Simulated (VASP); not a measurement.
# Pd in VASP: single point with LDA

Aim: the single point of Pd with LDA.

All numbers are computed with VASP 6.6.1; they aren't measurements. Logs are shortened: lines on timing, memory, paths and dates and some standing lists are left out, and cuts for length are marked.

## Step 1: The cell of the first run

The cell holds a slab with vacuum, 6 atoms: a = 4.447 Å, b = 2.723 Å, c = 18.419 Å, α = 90.00°, β = 90.00°, γ = 90.00°.

## Step 2: Single point, LDA

The input, INCAR:

```
PREC = Accurate
ENCUT = 520
EDIFF = 1E-6
ISMEAR = -1
SIGMA = 0.05
LREAL = False
LASPH = True
NELM = 100
ALGO = Normal
ISIF = 2
LWAVE = False
LCHARG = False
LDIPOL = True
IDIPOL = 3
DIPOL = 0.5 0.5 0.500
GGA = CA
NBANDS = 39
```

The input, KPOINTS:

```
regular mesh
0
Gamma
  4 6 1
```

The input, POSCAR:

```
Pd
1.0
    4.4470822281      0.0000000000      0.0000000000
    0.0000000000      2.7232705758      0.0000000000
    0.0000000000      0.0000000000     18.4188103038
Pd
6
Direct
    0.0000000000      0.0000000000      0.3257539386
    0.5000000000      0.3333333333      0.3954523631
    0.0000000000      0.6666666667      0.4651507877
    0.5000000000      0.0000000000      0.5348492123
    0.0000000000      0.3333333333      0.6045476369
    0.5000000000      0.6666666667      0.6742460614
```

Potentials or basis: VASP PAW LDA potentials, release 64 (Pd).

On the command line:

```bash
> cat potpaw_LDA.64/Pd/POTCAR > POTCAR
> mpirun -np 1 vasp_std > vasp.out
```

OUTCAR:

```text
PREC = Accurate
   ENCUT = 520
   EDIFF = 1E-6
   ISMEAR = -1
   LREAL = False
   LASPH = True
   NELM = 100
   ISIF = 2
   GGA = CA

 ion  position               nearest neighbor table
   1  0.000  0.000  0.326-   3 2.72   2 2.72   2 2.72   3 3.14   2 3.14   2 3.14
   2  0.500  0.333  0.395-   1 2.72   1 2.72   3 2.72   3 2.72   4 2.72   1 3.14   1 3.14   3 3.14
                             3 3.14   4 3.14
   3  0.000  0.667  0.465-   1 2.72   4 2.72   4 2.72   2 2.72   2 2.72   5 2.72   1 3.14   2 3.14
                             2 3.14   4 3.14   4 3.14   5 3.14
   4  0.500  0.000  0.535-   6 2.72   5 2.72   5 2.72   3 2.72   3 2.72   2 2.72   6 3.14   5 3.14
                             5 3.14   3 3.14   3 3.14   2 3.14
   5  0.000  0.333  0.605-   6 2.72   6 2.72   4 2.72   4 2.72   3 2.72   6 3.14   6 3.14   4 3.14
                             4 3.14   3 3.14
   6  0.500  0.667  0.674-   4 2.72   5 2.72   5 2.72   4 3.14   5 3.14   5 3.14

  LATTYP: Found a simple orthorhombic cell.
 ALAT       =     2.7232705758
 B/A-ratio  =     1.6329931618
 C/A-ratio  =     6.7634888973

  Lattice vectors:

 A1 = (   0.0000000000,  -2.7232705758,   0.0000000000)
 A2 = (   4.4470822281,   0.0000000000,   0.0000000000)
 A3 = (   0.0000000000,   0.0000000000,  18.4188103038)

Analysis of symmetry for initial positions (statically):
=====================================================================
 Subroutine PRICEL returns:
 Original cell was already a primitive cell.

 Routine SETGRP: Setting up the symmetry group for a
 simple orthorhombic supercell.

 Subroutine GETGRP returns: Found  4 space group operations
 (whereof  2 operations were pure point group operations)
 out of a pool of  8 trial point group operations.

The static configuration has the point symmetry C_1h.
 The point group associated with its full space group is C_2h.

Analysis of symmetry for dynamics (positions and initial velocities):
=====================================================================
 Subroutine PRICEL returns:
 Original cell was already a primitive cell.

 Routine SETGRP: Setting up the symmetry group for a
 simple orthorhombic supercell.

 Subroutine GETGRP returns: Found  4 space group operations
 (whereof  2 operations were pure point group operations)
 out of a pool of  8 trial point group operations.

The dynamic configuration has the point symmetry C_1h.
 The point group associated with its full space group is C_2h.

 Subroutine INISYM returns: Found  4 space group operations
 (whereof  2 operations are pure point group operations),
 and found     1 'primitive' translations

----------------------------------------------------------------------------------------

[... 99 lines left out ...]
   NUPDOWN=      -1.0000    fix difference up-down
   EMIN   =  10.00;   EMAX   =-10.00  energy-range for DOS
   EFERMI =   0.00;   METHOD = LEGACY
   ISMEAR =    -1;   SIGMA  =   0.05  broadening in eV -4-tet -1-fermi 0-gaus
   EFERMI_NEDOS =   21; number of points for ismear=-14 and -15
   IALGO  =     38    algorithm
   IMIX   =      4    mixing-type and parameters
     AMIX     =   0.40;   BMIX     =  1.00
     AMIX_MAG =   1.60;   BMIX_MAG =  1.00
  volume/ion in A,a.u.               =      37.18       250.88
  Fermi-wavevector in a.u.,A,eV,Ry     =   1.056776  1.997016 15.194639  1.116774
  Thomas-Fermi vector in A             =   2.192024
   LORBIT       =      0    0 simple, 1 ext, 2 COOP (PROOUT), +10 PAW based schemes
   GGA     = CA    functional components
   LHFCALC =     F    Hartree Fock is set to
   AEXX    =    0.0000 exact exchange contribution
   IVDW    =     0    specifies the selected vdW correction
   LEPSILON=     F    determine dielectric tensor
   LRPA    =     F    only Hartree local field effects (RPA)
 non-spin polarized calculation
  energy-cutoff  :      520.00
  volume of cell :      223.06
 maximum number of plane-waves:      6068
 NGX is ok and might be reduce to    36
   NGX = 17   NGY = 11   NGZ = 69

 number of electron      60.0000009 magnetization

 dipolmoment           0.000000      0.000000     -0.000000 electrons x Angstroem

 Free energy of the ion-electron system (eV)
  ---------------------------------------------------
  ext. energy  EPLUGINS =         0.00000000
  ---------------------------------------------------
  free energy    TOTEN  =       -34.92318158 eV

  energy without entropy =      -34.84598754  energy(sigma->0) =      -34.88458456

 E-fermi :   0.6186     XC(G=0):  -6.5717

 val. band max:        0.5574597317   @ k =   0.0000   0.5000   0.0000
 cond. band min:       0.6219186717   @ k =   0.0000   0.5000   0.0000
 fundamental gap:      0.0644589400
 Fermi energy:         0.6186393150

 k-point     1 :       0.0000    0.0000    0.0000
  band No.  band energies     occupation
      1      -5.5358      2.00000
      2      -4.1443      2.00000
      3      -3.8391      2.00000
      4      -3.3652      2.00000
      5      -3.2588      2.00000
      6      -3.1684      2.00000
[... 493 lines left out ...]
     38       7.5663      0.00000
     39       8.0212      0.00000

------------------------ aborting loop because EDIFF is reached ----------------------------------------

 vacuum level on the upper side and lower side of the slab       (xc-potential included)        -0.192        -0.192

  FORCE on cell =-STRESS in cart. coord.  units (eV):
  Direction    XX          YY          ZZ          XY          YZ          ZX
  --------------------------------------------------------------------------------------
  -------------------------------------------------------------------------------------
  Total      -11.6490445    -10.8884335     -8.9826265      0.0000000      0.6464925      0.0000000
  in kB      -83.6706912    -78.2075099    -64.5188169      0.0000000      4.6435115      0.0000000
  external PRESSURE =     -75.4656726 kB  Pullay stress =       0.0000000 kB

 VOLUME and BASIS-vectors are now :
 -----------------------------------------------------------------------------
  energy-cutoff  :      520.00
  volume of cell :      223.06
      direct lattice vectors                 reciprocal lattice vectors
     4.447082228  0.000000000  0.000000000     0.224866541  0.000000000  0.000000000
     0.000000000  2.723270576  0.000000000     0.000000000  0.367205524  0.000000000
     0.000000000  0.000000000 18.418810304     0.000000000  0.000000000  0.054292323

 POSITION                                       TOTAL-FORCE (eV/Angst)
 -----------------------------------------------------------------------------------
      0.00000      0.00000      6.00000         0.000000     -0.131687      1.366875
      2.22354      0.90776      7.28376         0.000000      0.035040      0.102250
      0.00000      1.81551      8.56752         0.000000      0.043535     -0.174758
      2.22354      0.00000      9.85129         0.000000     -0.043535      0.174758
      0.00000      0.90776     11.13505         0.000000     -0.035040     -0.102250
      2.22354      1.81551     12.41881         0.000000      0.131687     -1.366875
 -----------------------------------------------------------------------------------
    total drift:                                0.000000     -0.000004     -0.000022

  FREE ENERGIE OF THE ION-ELECTRON SYSTEM (eV)
  ---------------------------------------------------
  free  energy   TOTEN  =       -34.9231815793 eV

  energy  without entropy=      -34.8459875378  energy(sigma->0) =      -34.88458456

 vacuum level on the upper side and lower side of the slab         5.619         5.619
```

OSZICAR:

```text
N       E                     dE             d eps       ncg     rms          rms(c)
DAV:   1     0.374336130793E+03    0.37434E+03   -0.27633E+04   936   0.134E+03
DAV:   2    -0.202731970741E+02   -0.39461E+03   -0.37168E+03  1052   0.290E+02
DAV:   3    -0.362960647838E+02   -0.16023E+02   -0.14742E+02  1049   0.554E+01
[... 14 lines left out ...]
DAV:  18    -0.349231041724E+02   -0.20309E-03   -0.12479E-05   922   0.110E-02    0.347E-03
DAV:  19    -0.349231666615E+02   -0.62489E-04   -0.37150E-06   793   0.465E-03    0.181E-03
DAV:  20    -0.349231758220E+02   -0.91605E-05   -0.32844E-07   623   0.200E-03    0.746E-04
DAV:  21    -0.349231811857E+02   -0.53637E-05   -0.40151E-07   627   0.160E-03    0.158E-04
DAV:  22    -0.349231815793E+02   -0.39363E-06   -0.55050E-08   616   0.606E-04
   1 F= -.34923182E+02 E0= -.34884585E+02  d E =-.771940E-01
```

Wall time 3.2 min (1 thread of AMD EPYC 7R13 (Zen 3), shared host); peak memory 0.24 GiB.

What came out:

```
Free energy            : -34.9232 eV
Largest force          : 1.373 eV/Å
Band gap on the k mesh : zero (band 30 reaches 1.07 eV, above the bottom of band 31 at 0.26 eV)
```

Forces in eV/Å, atoms in the order of the input:
```
Pd   0.000 -0.132  1.367
Pd   0.000  0.035  0.102
Pd   0.000  0.044 -0.175
Pd   0.000 -0.044  0.175
Pd   0.000 -0.035 -0.102
Pd   0.000  0.132 -1.367
```

Levels at points of the mesh, in eV from the Fermi level:
```csv
k point,band 26,band 27,band 28,band 29,band 30,band 31,band 32,band 33,band 34,band 35
"(0.00, 0.00, 0.00)",-0.65,-0.58,-0.52,-0.37,-0.31,-0.23,0.05,0.15,1.63,2.68
"(0.50, 0.00, 0.00)",-0.70,-0.47,-0.47,-0.37,-0.37,0.07,0.07,0.27,0.27,1.34
"(0.00, 0.50, 0.00)",-0.24,-0.06,0.00,0.19,0.23,2.23,2.70,2.89,3.58,4.85
"(0.50, 0.50, 0.00)",0.04,0.13,0.13,0.45,0.45,2.46,2.46,4.05,4.05,5.25
```

Caveat: the k points lie up to 0.38 Å⁻¹ apart.
